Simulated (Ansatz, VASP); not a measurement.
# Os2N: VASP beside Ansatz

```xyz
6
Lattice="4.3718 0.0000 0.0000 0.0000 4.3718 0.0000 0.0000 0.0000 4.3718" Properties=species:S:1:pos:R:3 pbc="T T T"
Os    1.0930    1.0930    1.0930
Os    1.0930    3.2789    3.2789
Os    3.2789    3.2789    1.0930
Os    3.2789    1.0930    3.2789
N     0.0000    0.0000    0.0000
N     2.1859    2.1859    2.1859
```

Alike in both runs: functional PBE; k mesh 4 × 4 × 4; occupations gaussian, width 0.1 eV; no spin polarisation.

Ansatz relaxed the structure, and its values are those at the end. VASP's run is a single point on that final structure, the one shown.

|  | VASP | Ansatz |
| --- | --- | --- |
| version | VASP 6.6.1 | Ansatz 0.2.0 |
| potentials or method | VASP PAW PBE potentials, release 64 (Os_sv_GW, N), cutoff 700 eV | scalar-relativistic, plane waves, PAW |
| valence electrons in the cell | 74 | 74 |

```csv
,VASP,Ansatz,Ansatz less VASP
gap on the k mesh at the Fermi level (eV),none,none,-
pressure (GPa),0.6,0.3,-0.29
```

A gap of «none» marks a metal or a gap that the smearing closes.

Spin-orbit coupling is off throughout.
